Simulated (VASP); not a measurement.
# Os (Fd-3m) in VASP: a series of runs

Runs on Os. Level: PBE. Tasks: single point.

All numbers are computed with VASP 6.6.1; they aren't measurements. Logs are shortened: lines on timing, memory, paths and dates and some standing lists are left out, and cuts for length are marked.

## (1) The cell of the first run

It takes space group Fd-3m (No. 227, cubic). Conventional cell: a = 4.634 Å, b = 4.634 Å, c = 4.634 Å, α = 90.00°, β = 90.00°, γ = 90.00°. Within 2.7 Å of Os (site symmetry -43m) lie 4 Os at 2.01 Å.

This isn't the form of Os at room conditions, which is hcp.

## (2) Single point, PBE (12.44 Å³/atom)

INCAR

```
SYSTEM = Os
PREC = Accurate ; ENCUT = 520
EDIFF = 1E-7 ; ISMEAR = -1
SIGMA = 0.08 ; LREAL = .FALSE.
LASPH = .TRUE. ; NELM = 60
ALGO = Normal ; ISIF = 2
LWAVE = .FALSE. ; LCHARG = .TRUE.
GGA = PE ; LELF = .TRUE.
LVHAR = .TRUE. ; NBANDS = 15
```

KPOINTS

```
regular mesh
0
G
  13 13 13
  0 0 0
```

POSCAR

```
Os
1.0
    0.0000000000      2.3167980842      2.3167980842
    2.3167980842      0.0000000000      2.3167980842
    2.3167980842      2.3167980842      0.0000000000
Os
2
Direct
   -0.1250000000     -0.1250000000     -0.1250000000
    0.1250000000      0.1250000000      0.1250000000
```

Potentials or basis: VASP PAW PBE potentials, release 64 (Os).

Run with:

```sh
cat potpaw_PBE.64/Os/POTCAR > POTCAR
mpirun -np 1 vasp_std > vasp.out
```

OUTCAR:

```text
SYSTEM = Os
   PREC = Accurate
   ENCUT = 520
   EDIFF = 1E-7
   ISMEAR = -1
   LREAL = .FALSE.
   LASPH = .TRUE.
   NELM = 60
   ISIF = 2
   GGA = PE

 ion  position               nearest neighbor table
   1  0.875  0.875  0.875-   2 2.01   2 2.01   2 2.01   2 2.01
   2  0.125  0.125  0.125-   1 2.01   1 2.01   1 2.01   1 2.01

  LATTYP: Found a face centered cubic cell.
 ALAT       =     4.6335961684

  Lattice vectors:

 A1 = (   0.0000000000,   2.3167980842,   2.3167980842)
 A2 = (   2.3167980842,   0.0000000000,   2.3167980842)
 A3 = (   2.3167980842,   2.3167980842,   0.0000000000)

Analysis of symmetry for initial positions (statically):
=====================================================================
 Subroutine PRICEL returns:
 Original cell was already a primitive cell.

 Routine SETGRP: Setting up the symmetry group for a
 face centered cubic supercell.

 Subroutine GETGRP returns: Found 48 space group operations
 (whereof 12 operations were pure point group operations)
 out of a pool of 48 trial point group operations.

The static configuration has the point symmetry D_3d.
 The point group associated with its full space group is O_h .

Analysis of symmetry for dynamics (positions and initial velocities):
=====================================================================
 Subroutine PRICEL returns:
 Original cell was already a primitive cell.

 Routine SETGRP: Setting up the symmetry group for a
 face centered cubic supercell.

 Subroutine GETGRP returns: Found 48 space group operations
 (whereof 12 operations were pure point group operations)
 out of a pool of 48 trial point group operations.

The dynamic configuration has the point symmetry D_3d.
 The point group associated with its full space group is O_h .

 Subroutine INISYM returns: Found 48 space group operations
 (whereof 12 operations are pure point group operations),
 and found     1 'primitive' translations

----------------------------------------------------------------------------------------

                                     Primitive cell

  volume of cell :      24.8711

  direct lattice vectors                    reciprocal lattice vectors
     0.000000000  2.316798084  2.316798084    -0.215815096  0.215815096  0.215815096
     2.316798084  0.000000000  2.316798084     0.215815096 -0.215815096  0.215815096
     2.316798084  2.316798084  0.000000000     0.215815096  0.215815096 -0.215815096

  length of vectors
     3.276447272  3.276447272  3.276447272     0.373802711  0.373802711  0.373802711

[... 85 lines left out ...]
   NFREE  =      0    steps in history (QN), initial steepest desc. (CG)
   ISIF   =      2    stress and relaxation
   ISYM   =      2    0-nonsym 1-usesym 2-fastsym
   POTIM  = 0.5000    time-step for ionic-motion
   TEBEG  =    0.0;   TEEND  =   0.0 temperature during run
   PSTRESS=    0.0 pullay stress
   NELECT =      16.0000    total number of electrons
   NUPDOWN=      -1.0000    fix difference up-down
   EMIN   =  10.00;   EMAX   =-10.00  energy-range for DOS
   EFERMI =   0.00;   METHOD = LEGACY
   ISMEAR =    -1;   SIGMA  =   0.08  broadening in eV -4-tet -1-fermi 0-gaus
   EFERMI_NEDOS =   21; number of points for ismear=-14 and -15
   IALGO  =     38    algorithm
   IMIX   =      4    mixing-type and parameters
     AMIX     =   0.40;   BMIX     =  1.00
     AMIX_MAG =   1.60;   BMIX_MAG =  1.00
  volume/ion in A,a.u.               =      12.44        83.92
  Fermi-wavevector in a.u.,A,eV,Ry     =   1.413242  2.670641 27.174289  1.997254
  Thomas-Fermi vector in A             =   2.534908
   LORBIT       =      0    0 simple, 1 ext, 2 COOP (PROOUT), +10 PAW based schemes
   GGA     = PE    functional components
   LHFCALC =     F    Hartree Fock is set to
   AEXX    =    0.0000 exact exchange contribution
   IVDW    =     0    specifies the selected vdW correction
   LEPSILON=     F    determine dielectric tensor
   LRPA    =     F    only Hartree local field effects (RPA)
 non-spin polarized calculation
  energy-cutoff  :      520.00
  volume of cell :       24.87
 maximum number of plane-waves:       684
   NGX = 13   NGY = 13   NGZ = 13

 number of electron      16.0000001 magnetization

 Free energy of the ion-electron system (eV)
  ---------------------------------------------------
  ext. energy  EPLUGINS =         0.00000000
  ---------------------------------------------------
  free energy    TOTEN  =        -7.94340718 eV

  energy without entropy =       -7.92479801  energy(sigma->0) =       -7.93410259

 E-fermi :  11.6871     XC(G=0): -14.2244

 val. band max:       11.6814628889   @ k =  -0.2308   0.1538   0.0000
 cond. band min:      11.6964512250   @ k =   0.3077   0.0769   0.0000
 fundamental gap:      0.0149883361
 Fermi energy:        11.6870839751

 k-point     1 :       0.0000    0.0000    0.0000
  band No.  band energies     occupation
      1       0.3142      2.00000
      2       3.0102      2.00000
      3       3.0102      2.00000
      4       5.8538      2.00000
      5       5.8538      2.00000
      6       5.8538      2.00000
      7      10.8241      1.99996
      8      10.8241      1.99996
      9      10.8241      1.99996
     10      17.5070      0.00000
     11      17.5070      0.00000
     12      23.6479      0.00000
     13      25.7485      0.00000
     14      25.7485      0.00000
[... 401 lines left out ...]
      2       3.0219      2.00000
      3       4.1147      2.00000
      4       5.0522      2.00000
      5       5.4423      2.00000
      6       6.9478      2.00000
      7       9.5385      2.00000
      8      11.4922      1.83901
      9      12.6088      0.00002
     10      15.0055      0.00000
     11      16.5076      0.00000
     12      18.0449      0.00000
     13      24.1731      0.00000
     14      25.3798      0.00000
     15      26.3126      0.00000

 [... further k-points ...]
[... 5 lines left out ...]
  --------------------------------------------------------------------------------------
  -------------------------------------------------------------------------------------
  Total       53.0265288     53.0265288     53.0265288      0.0000000      0.0000000      0.0000000
  in kB     3415.9320989   3415.9320989   3415.9320989      0.0000000      0.0000000      0.0000000
  external PRESSURE =    3415.9320989 kB  Pullay stress =       0.0000000 kB

 VOLUME and BASIS-vectors are now :
 -----------------------------------------------------------------------------
  energy-cutoff  :      520.00
  volume of cell :       24.87
      direct lattice vectors                 reciprocal lattice vectors
     0.000000000  2.316798084  2.316798084    -0.215815096  0.215815096  0.215815096
     2.316798084  0.000000000  2.316798084     0.215815096 -0.215815096  0.215815096
     2.316798084  2.316798084  0.000000000     0.215815096  0.215815096 -0.215815096

 POSITION                                       TOTAL-FORCE (eV/Angst)
 -----------------------------------------------------------------------------------
      4.05440      4.05440      4.05440        -0.000000     -0.000000     -0.000000
      0.57920      0.57920      0.57920         0.000000      0.000000      0.000000
 -----------------------------------------------------------------------------------
    total drift:                                0.000000      0.000000      0.000000

  FREE ENERGIE OF THE ION-ELECTRON SYSTEM (eV)
  ---------------------------------------------------
  free  energy   TOTEN  =        -7.9434071758 eV

  energy  without entropy=       -7.9247980107  energy(sigma->0) =       -7.93410259
```

It took 10 s on 1 thread of Intel Xeon 6975P-C (Granite Rapids), shared host; peak memory 0.15 GiB.

What came out:

```yaml
Free_energy: -7.9434 eV
Pressure: 341.6 GPa
Band_gap_on_the_k_mesh: zero (bands 8 and 9 overlap by 2.39 eV)
```

Caveat: atoms lie so close that the PAW spheres overlap strongly, which falsifies energies and pressures; the cell stands under pressure; spin-orbit coupling is left out, which moves the levels of the heavy elements.

## (3) Single point, PBE (14.58 Å³/atom)

This run uses another cell than the first one, of 14.58 Å³/atom.

INCAR

```
PREC     = Accurate       # precision mode
ENCUT    = 520            # plane-wave cutoff, eV
EDIFF    = 1E-7           # SCF threshold, eV
ISMEAR   = -1             # smearing method
SIGMA    = 0.08           # smearing width, eV
LREAL    = False          # projectors in reciprocal space
LASPH    = True           # aspherical terms in the spheres
NELM     = 60             # most SCF steps
ALGO     = Normal         # electronic algorithm
ISIF     = 2              # what is computed and relaxed
LWAVE    = False          # write WAVECAR
LCHARG   = True           # write CHGCAR
GGA      = PE             # functional
LELF     = True           # ELF
LVHAR    = True         
NBANDS   = 15             # bands
```

KPOINTS

```
regular mesh
0
Gamma
  13 13 13
```

POSCAR

```
Os
1.0
    0.0000000000      2.4429532631      2.4429532631
    2.4429532631      0.0000000000      2.4429532631
    2.4429532631      2.4429532631      0.0000000000
Os
2
Direct
   -0.1250000000     -0.1250000000     -0.1250000000
    0.1250000000      0.1250000000      0.1250000000
```

Potentials or basis: VASP PAW PBE potentials, release 64 (Os).

Run with:

```sh
cat potpaw_PBE.64/Os/POTCAR > POTCAR
mpirun -np 1 vasp_std > vasp.out
```

OUTCAR:

```text
PREC = Accurate
   ENCUT = 520
   EDIFF = 1E-7
   ISMEAR = -1
   LREAL = False
   LASPH = True
   NELM = 60
   ISIF = 2
   GGA = PE

 ion  position               nearest neighbor table
   1  0.875  0.875  0.875-   2 2.12   2 2.12   2 2.12   2 2.12
   2  0.125  0.125  0.125-   1 2.12   1 2.12   1 2.12   1 2.12

  LATTYP: Found a face centered cubic cell.
 ALAT       =     4.8859065262

  Lattice vectors:

 A1 = (   0.0000000000,   2.4429532631,   2.4429532631)
[... 619 lines left out ...]

------------------------ aborting loop because EDIFF is reached ----------------------------------------

  FORCE on cell =-STRESS in cart. coord.  units (eV):
  Direction    XX          YY          ZZ          XY          YZ          ZX
  --------------------------------------------------------------------------------------
  -------------------------------------------------------------------------------------
  Total       32.1466502     32.1466502     32.1466502     -0.0000000      0.0000000     -0.0000000
  in kB     1766.3258940   1766.3258940   1766.3258940     -0.0000000      0.0000000     -0.0000000
  external PRESSURE =    1766.3258940 kB  Pullay stress =       0.0000000 kB

 VOLUME and BASIS-vectors are now :
 -----------------------------------------------------------------------------
  energy-cutoff  :      520.00
  volume of cell :       29.16
      direct lattice vectors                 reciprocal lattice vectors
     0.000000000  2.442953263  2.442953263    -0.204670309  0.204670309  0.204670309
     2.442953263  0.000000000  2.442953263     0.204670309 -0.204670309  0.204670309
     2.442953263  2.442953263  0.000000000     0.204670309  0.204670309 -0.204670309

 POSITION                                       TOTAL-FORCE (eV/Angst)
 -----------------------------------------------------------------------------------
      4.27517      4.27517      4.27517         0.000000      0.000000      0.000000
      0.61074      0.61074      0.61074        -0.000000     -0.000000     -0.000000
 -----------------------------------------------------------------------------------
    total drift:                                0.000000     -0.000000     -0.000000

  FREE ENERGIE OF THE ION-ELECTRON SYSTEM (eV)
  ---------------------------------------------------
  free  energy   TOTEN  =       -14.6588138451 eV

  energy  without entropy=      -14.6383987302  energy(sigma->0) =      -14.64860629
```

stdout:

```text
POSCAR found type information on POSCAR Os
 POSCAR found :  1 types and       2 ions
 scaLAPACK will be used
 LDA part: xc-table for (Slater+PW92), standard interpolation
 POSCAR, INCAR and KPOINTS ok, starting setup
 FFT: planning ... GRIDC
 FFT: planning ... GRID_SOFT
 FFT: planning ... GRID
 WAVECAR not read
 entering main loop
```

Wall time 17 s (1 thread of Intel Xeon 6975P-C (Granite Rapids), shared host); peak memory 0.17 GiB.

Results:

* Free energy: -14.6588 eV
* Pressure: 176.6 GPa
* Band gap on the k mesh: zero (bands 8 and 9 overlap by 1.80 eV)

Levels at points of the mesh, in eV from the Fermi level:
```tsv
k point	band 4	band 5	band 6	band 7	band 8	band 9	band 10	band 11	band 12	band 13
(0.00, 0.00, 0.00)	-5.09	-5.09	-5.09	-0.77	-0.77	-0.77	4.66	4.66	12.02	13.73
```

Caveat: the cell stands under pressure; spin-orbit coupling is left out, which moves the levels of the heavy elements.

## (4) Single point, PBE (16.72 Å³/atom)

This run uses another cell than the first one, of 16.72 Å³/atom.

INCAR

```
ALGO     = Normal         # electronic algorithm
EDIFF    = 1E-6           # SCF threshold, eV
ENCUT    = 520            # plane-wave cutoff, eV
GGA      = PE             # functional
ISIF     = 2              # what is computed and relaxed
ISMEAR   = -1             # smearing method
LASPH    = True           # aspherical terms in the spheres
LCHARG   = False          # write CHGCAR
LREAL    = False          # projectors in reciprocal space
LWAVE    = False          # write WAVECAR
NBANDS   = 15             # bands
NELM     = 80             # most SCF steps
PREC     = Accurate       # precision mode
SIGMA    = 0.08           # smearing width, eV
```

KPOINTS

```
k-points
0
Gamma
  13 13 13
```

POSCAR

```
Os
1.0
    0.0000000000      2.5572727749      2.5572727749
    2.5572727749      0.0000000000      2.5572727749
    2.5572727749      2.5572727749      0.0000000000
Os
2
Direct
   -0.1250000000     -0.1250000000     -0.1250000000
    0.1250000000      0.1250000000      0.1250000000
```

Potentials or basis: VASP PAW PBE potentials, release 64 (Os).

Run with:

```sh
cat potpaw_PBE.64/Os/POTCAR > POTCAR
mpirun -np 1 vasp_std > vasp.out
```

OUTCAR:

```text
EDIFF = 1E-6
   ENCUT = 520
   GGA = PE
   ISIF = 2
   ISMEAR = -1
   LASPH = True
   LREAL = False
   NELM = 80
   PREC = Accurate

 ion  position               nearest neighbor table
   1  0.875  0.875  0.875-   2 2.21   2 2.21   2 2.21   2 2.21
   2  0.125  0.125  0.125-   1 2.21   1 2.21   1 2.21   1 2.21

  LATTYP: Found a face centered cubic cell.
 ALAT       =     5.1145455498

  Lattice vectors:

 A1 = (   0.0000000000,   2.5572727749,   2.5572727749)
 A2 = (   2.5572727749,   0.0000000000,   2.5572727749)
 A3 = (   2.5572727749,   2.5572727749,   0.0000000000)

Analysis of symmetry for initial positions (statically):
=====================================================================
 Subroutine PRICEL returns:
 Original cell was already a primitive cell.

 Routine SETGRP: Setting up the symmetry group for a
 face centered cubic supercell.

 Subroutine GETGRP returns: Found 48 space group operations
 (whereof 12 operations were pure point group operations)
 out of a pool of 48 trial point group operations.

The static configuration has the point symmetry D_3d.
 The point group associated with its full space group is O_h .

Analysis of symmetry for dynamics (positions and initial velocities):
=====================================================================
 Subroutine PRICEL returns:
 Original cell was already a primitive cell.

 Routine SETGRP: Setting up the symmetry group for a
 face centered cubic supercell.

 Subroutine GETGRP returns: Found 48 space group operations
 (whereof 12 operations were pure point group operations)
 out of a pool of 48 trial point group operations.

The dynamic configuration has the point symmetry D_3d.
 The point group associated with its full space group is O_h .

 Subroutine INISYM returns: Found 48 space group operations
 (whereof 12 operations are pure point group operations),
 and found     1 'primitive' translations

[... 116 lines left out ...]
  Fermi-wavevector in a.u.,A,eV,Ry     =   1.280347  2.419505 22.303882  1.639289
  Thomas-Fermi vector in A             =   2.412780
   LORBIT       =      0    0 simple, 1 ext, 2 COOP (PROOUT), +10 PAW based schemes
   GGA     = PE    functional components
   LHFCALC =     F    Hartree Fock is set to
   AEXX    =    0.0000 exact exchange contribution
   IVDW    =     0    specifies the selected vdW correction
   LEPSILON=     F    determine dielectric tensor
   LRPA    =     F    only Hartree local field effects (RPA)
 non-spin polarized calculation
  energy-cutoff  :      520.00
  volume of cell :       33.45
 maximum number of plane-waves:       918
   NGX = 13   NGY = 13   NGZ = 13

 number of electron      15.9999999 magnetization

 Free energy of the ion-electron system (eV)
  ---------------------------------------------------
  ext. energy  EPLUGINS =         0.00000000
  ---------------------------------------------------
  free energy    TOTEN  =       -18.04548270 eV

  energy without entropy =      -18.02171684  energy(sigma->0) =      -18.03359977

 E-fermi :   7.2716     XC(G=0): -12.5425

 val. band max:        7.2310870481   @ k =  -0.4615   0.1538   0.0769
 cond. band min:       7.3058834175   @ k =   0.2308   0.2308   0.0000
 fundamental gap:      0.0747963694
 Fermi energy:         7.2715840954

 k-point     1 :       0.0000    0.0000    0.0000
  band No.  band energies     occupation
      1      -1.9038      2.00000
      2       1.4343      2.00000
      3       1.4343      2.00000
      4       2.7793      2.00000
      5       2.7793      2.00000
      6       2.7793      2.00000
      7       6.5846      1.99963
      8       6.5846      1.99963
      9       6.5846      1.99963
     10      11.0696      0.00000
     11      11.0696      0.00000
     12      19.1804      0.00000
     13      20.3080      0.00000
     14      20.7229      0.00000
[... 401 lines left out ...]
      2       1.1028      2.00000
      3       2.0055      2.00000
      4       2.0941      2.00000
      5       2.6124      2.00000
      6       3.5963      2.00000
      7       5.3863      2.00000
      8       7.1191      1.74113
      9       7.7638      0.00425
     10       9.6051      0.00000
     11      10.6473      0.00000
     12      11.9885      0.00000
     13      17.2317      0.00000
     14      17.6446      0.00000
     15      18.9728      0.00000

 [... further k-points ...]
[... 5 lines left out ...]
  --------------------------------------------------------------------------------------
  -------------------------------------------------------------------------------------
  Total       17.7682232     17.7682232     17.7682232     -0.0000000      0.0000000      0.0000000
  in kB      851.1251456    851.1251456    851.1251456     -0.0000000      0.0000000      0.0000000
  external PRESSURE =     851.1251456 kB  Pullay stress =       0.0000000 kB

 VOLUME and BASIS-vectors are now :
 -----------------------------------------------------------------------------
  energy-cutoff  :      520.00
  volume of cell :       33.45
      direct lattice vectors                 reciprocal lattice vectors
     0.000000000  2.557272775  2.557272775    -0.195520793  0.195520793  0.195520793
     2.557272775  0.000000000  2.557272775     0.195520793 -0.195520793  0.195520793
     2.557272775  2.557272775  0.000000000     0.195520793  0.195520793 -0.195520793

 POSITION                                       TOTAL-FORCE (eV/Angst)
 -----------------------------------------------------------------------------------
      4.47523      4.47523      4.47523         0.000000     -0.000000     -0.000000
      0.63932      0.63932      0.63932        -0.000000      0.000000      0.000000
 -----------------------------------------------------------------------------------
    total drift:                                0.000000     -0.000000     -0.000000

  FREE ENERGIE OF THE ION-ELECTRON SYSTEM (eV)
  ---------------------------------------------------
  free  energy   TOTEN  =       -18.0454827029 eV

  energy  without entropy=      -18.0217168377  energy(sigma->0) =      -18.03359977
```

stdout:

```text
POSCAR found type information on POSCAR Os
 POSCAR found :  1 types and       2 ions
 scaLAPACK will be used
 LDA part: xc-table for (Slater+PW92), standard interpolation
 POSCAR, INCAR and KPOINTS ok, starting setup
 FFT: planning ... GRIDC
 FFT: planning ... GRID_SOFT
 FFT: planning ... GRID
 WAVECAR not read
 entering main loop
```

Run time: 14 s. Hardware: 1 thread of Intel Xeon 6975P-C (Granite Rapids), shared host; peak memory 0.17 GiB.

What came out:

```yaml
Free_energy: -18.0455 eV
Pressure: 85.1 GPa
Band_gap_on_the_k_mesh: zero (bands 8 and 9 overlap by 1.52 eV)
```

Caveat: the cell stands under pressure; spin-orbit coupling is left out, which moves the levels of the heavy elements.

(Part 1 of 2 ends here.)
